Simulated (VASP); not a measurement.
# Si3N4 (kk07) (Fd-3m) in VASP: notebook, part 2 of 2

VASP 6.6.1. Earlier steps stand in the parts before.

### Step 4. Relaxation of cell and atoms, LDA

Input file INCAR:

```
SYSTEM = Si3N4
  ALGO = Normal
  EDIFF = 1E-7
  EDIFFG = -0.002
  ENCUT = 600
  GGA = CA
  GGA_COMPAT = .FALSE.
  IBRION = 2
  ISIF = 3
  ISMEAR = 0
  LASPH = .TRUE.
  LCHARG = .FALSE.
  LREAL = .FALSE.
  LWAVE = .FALSE.
  NELM = 120
  NELMIN = 4
  NSW = 100
  PREC = Accurate
  SIGMA = 0.02
```

Input file KPOINTS:

```
k-points
0
G
  8 8 8
  0 0 0
```

Input file POSCAR:

```
Si3N4
1.0
    0.0000000000      3.8447059991      3.8447059991
    3.8447059991      0.0000000000      3.8447059991
    3.8447059991      3.8447059991      0.0000000000
Si N
6 8
Direct
    0.6250000000      0.6250000000      0.1250000000
    0.6250000000      0.1250000000      0.6250000000
    0.1250000000      0.6250000000      0.6250000000
    0.6250000000      0.6250000000      0.6250000000
    0.2500000000      0.2500000000      0.2500000000
    0.0000000000      0.0000000000      0.0000000000
    0.8675701074      0.8675701074      0.8675701074
    0.8527103222      0.3824298926      0.3824298926
    0.3824298926      0.3824298926      0.8527103222
    0.3824298926      0.8527103222      0.3824298926
    0.8675701074      0.8675701074      0.3972896778
    0.8675701074      0.3972896778      0.8675701074
    0.3824298926      0.3824298926      0.3824298926
    0.3972896778      0.8675701074      0.8675701074
```

Potentials or basis: VASP PAW LDA potentials, release 64 (Si, N).

The run is started by

```bash
cat potpaw_LDA.64/Si/POTCAR potpaw_LDA.64/N/POTCAR > POTCAR
mpirun -np 1 vasp_std > vasp.out
```

OUTCAR:

```text
SYSTEM = Si3N4
   EDIFF = 1E-7
   EDIFFG = -0.002
   ENCUT = 600
   GGA = CA
   IBRION = 2
   ISIF = 3
   ISMEAR = 0
   LASPH = .TRUE.
   LREAL = .FALSE.
   NELM = 120
   NELMIN = 4
   NSW = 100
   PREC = Accurate

 ion  position               nearest neighbor table
   1  0.625  0.625  0.125-   7 1.87   8 1.87  10 1.87  12 1.87  13 1.87  14 1.87   4 2.72   2 2.72
                             3 2.72   4 2.72   2 2.72   3 2.72
   2  0.625  0.125  0.625-   7 1.87   8 1.87   9 1.87  11 1.87  13 1.87  14 1.87   4 2.72   1 2.72
                             1 2.72   3 2.72   4 2.72   3 2.72
   3  0.125  0.625  0.625-   7 1.87   9 1.87  10 1.87  11 1.87  12 1.87  13 1.87   4 2.72   1 2.72
                             2 2.72   1 2.72   2 2.72   4 2.72
   4  0.625  0.625  0.625-   8 1.87   9 1.87  10 1.87  11 1.87  12 1.87  14 1.87   1 2.72   2 2.72
                             3 2.72   1 2.72   2 2.72   3 2.72
   5  0.250  0.250  0.250-   8 1.76   9 1.76  10 1.76  13 1.76
   6  0.000  0.000  0.000-  11 1.76  12 1.76  14 1.76   7 1.76
   7  0.868  0.868  0.868-   6 1.76   2 1.87   3 1.87   1 1.87
   8  0.853  0.382  0.382-   5 1.76   2 1.87   4 1.87   1 1.87
   9  0.382  0.382  0.853-   5 1.76   3 1.87   4 1.87   2 1.87
  10  0.382  0.853  0.382-   5 1.76   3 1.87   4 1.87   1 1.87
  11  0.868  0.868  0.397-   6 1.76   3 1.87   4 1.87   2 1.87
  12  0.868  0.397  0.868-   6 1.76   3 1.87   4 1.87   1 1.87
  13  0.382  0.382  0.382-   5 1.76   2 1.87   3 1.87   1 1.87
  14  0.397  0.868  0.868-   6 1.76   2 1.87   4 1.87   1 1.87

  LATTYP: Found a face centered cubic cell.
 ALAT       =     7.6894119982

[... 216 lines left out ...]
  Total        0.5759822      0.5759822      0.5759822     -0.0000000      0.0000000      0.0000000
  in kB        8.1189565      8.1189565      8.1189565     -0.0000000      0.0000000      0.0000000
  external PRESSURE =       8.1189565 kB  Pullay stress =       0.0000000 kB
[... 227 lines left out ...]
--------------------------------------- Ionic step        6  -------------------------------------------

 number of electron      64.0000001 magnetization

 Free energy of the ion-electron system (eV)
  ---------------------------------------------------
  ext. energy  EPLUGINS =         0.00000000
  ---------------------------------------------------
  free energy    TOTEN  =      -125.56440532 eV

  energy without entropy =     -125.56440532  energy(sigma->0) =     -125.56440532

 E-fermi :   9.6049     XC(G=0): -12.6644

 val. band max:        9.4654105912   @ k =  -0.1250   0.1250   0.0000
 cond. band min:      12.8111038020   @ k =   0.0000   0.0000   0.0000
 fundamental gap:      3.3456932108
 Fermi energy:         9.6049422821

 k-point     1 :       0.0000    0.0000    0.0000
  band No.  band energies     occupation
      1      -9.5270      2.00000
      2      -6.0489      2.00000
      3      -5.0763      2.00000
      4      -5.0763      2.00000
      5      -5.0763      2.00000
      6      -4.0323      2.00000
[... 1021 lines left out ...]
     39      17.4467      0.00000
     40      18.3682      0.00000

 [... further k-points ...]

------------------------ aborting loop because EDIFF is reached ----------------------------------------

  FORCE on cell =-STRESS in cart. coord.  units (eV):
  Direction    XX          YY          ZZ          XY          YZ          ZX
  --------------------------------------------------------------------------------------
  -------------------------------------------------------------------------------------
  Total        0.0078590      0.0078590      0.0078590      0.0000000      0.0000000     -0.0000000
  in kB        0.1105084      0.1105084      0.1105084      0.0000000      0.0000000     -0.0000000
  external PRESSURE =       0.1105084 kB  Pullay stress =       0.0000000 kB
[... 29 lines left out ...]
  FREE ENERGIE OF THE ION-ELECTRON SYSTEM (eV)
  ---------------------------------------------------
  free  energy   TOTEN  =      -125.5644053181 eV

  energy  without entropy=     -125.5644053181  energy(sigma->0) =     -125.56440532

 reached required accuracy - stopping structural energy minimisation
```

CONTCAR:

```text
Si3N4
   1.00000000000000
    -0.0000000000000000    3.8478415083010313    3.8478415083010313
     3.8478415083010313   -0.0000000000000000    3.8478415083010313
     3.8478415083010313    3.8478415083010313    0.0000000000000000
  Si              N
     6     8
Direct
     0.6250000000000000    0.6250000000000000    0.1250000000000000
[... 17 lines left out ...]
  0.00000000E+00  0.00000000E+00  0.00000000E+00
  0.00000000E+00  0.00000000E+00  0.00000000E+00
  0.00000000E+00  0.00000000E+00  0.00000000E+00
  0.00000000E+00  0.00000000E+00  0.00000000E+00
  0.00000000E+00  0.00000000E+00  0.00000000E+00
  0.00000000E+00  0.00000000E+00  0.00000000E+00
  0.00000000E+00  0.00000000E+00  0.00000000E+00
  0.00000000E+00  0.00000000E+00  0.00000000E+00
  0.00000000E+00  0.00000000E+00  0.00000000E+00
  0.00000000E+00  0.00000000E+00  0.00000000E+00
  0.00000000E+00  0.00000000E+00  0.00000000E+00
```

It took 12 min on 1 thread of AMD EPYC 9R45 (Zen 5), shared host; peak memory 0.28 GiB.

What came out:

```yaml
Free_energy: -125.5644 eV
Relaxed_volume: 8.14 Å³/atom
Relaxed_cell: a = 5.442 Å, b = 5.442 Å, c = 5.442 Å, α = 60.00°, β = 60.00°, γ = 60.00°
Space_group_after_relaxing_to_0.05_Å: Fd-3m (No. 227)
Energy_gained_by_relaxing: 0.1 meV/atom
Ionic_steps: 6
Pressure_after_relaxing: 0.0 GPa
Band_gap_on_the_k_mesh: 3.35 eV, indirect (least direct gap 3.37 eV)
```

The path:
```tsv
step	energy change (eV)	largest force (eV/Å)	pressure (GPa)	volume (Å³)
1	0.0000	0.0165	0.81	113.66
2	0.0008	0.0434	-1.14	114.34
3	-0.0007	0.0081	0.01	113.94
4	-0.0007	0.0077	0.02	113.93
5	-0.0007	0.0082	0.00	113.95
6	-0.0007	0.0006	0.01	113.94
```

Final structure:
```xyz
14
Lattice="0.0000 3.8478 3.8478 3.8478 0.0000 3.8478 3.8478 3.8478 0.0000" Properties=species:S:1:pos:R:3 pbc="T T T"
Si    2.8859    2.8859    4.8098
Si    2.8859    4.8098    2.8859
Si    4.8098    2.8859    2.8859
Si    4.8098    4.8098    4.8098
Si    1.9239    1.9239    1.9239
Si    0.0000    0.0000    0.0000
N     6.6766    6.6766    6.6766
N     2.9430    4.7527    4.7527
N     4.7527    4.7527    2.9430
N     4.7527    2.9430    4.7527
N     4.8669    4.8669    6.6766
N     4.8669    6.6766    4.8669
N     2.9430    2.9430    2.9430
N     6.6766    4.8669    4.8669
```

### Step 5. The runs side by side

```csv
task,cell,k mesh,smearing,gap on the mesh (eV),pressure (GPa),largest force (eV/Å)
single point,"a = 5.437 Å, angles 60.0°, 14 atoms",4 × 4 × 4,gaussian 0.1 eV,3.38,0.8,0.02
single point,"a = 5.438 Å, angles 60.0°, 14 atoms",8 × 8 × 8,gaussian 0.02 eV,3.35,0.6,0.01
relaxation of cell and atoms,"relaxed from a = 5.437 Å, angles 60.0°, 14 atoms",8 × 8 × 8,gaussian 0.02 eV,3.35,0.0,-
```

Alike in all rows: level LDA; potentials or basis VASP PAW LDA potentials, release 64 (Si, N); no spin polarisation; cutoff (eV) 600.

Total energies depend on the potentials used, so only differences within one code and one set of settings carry meaning.
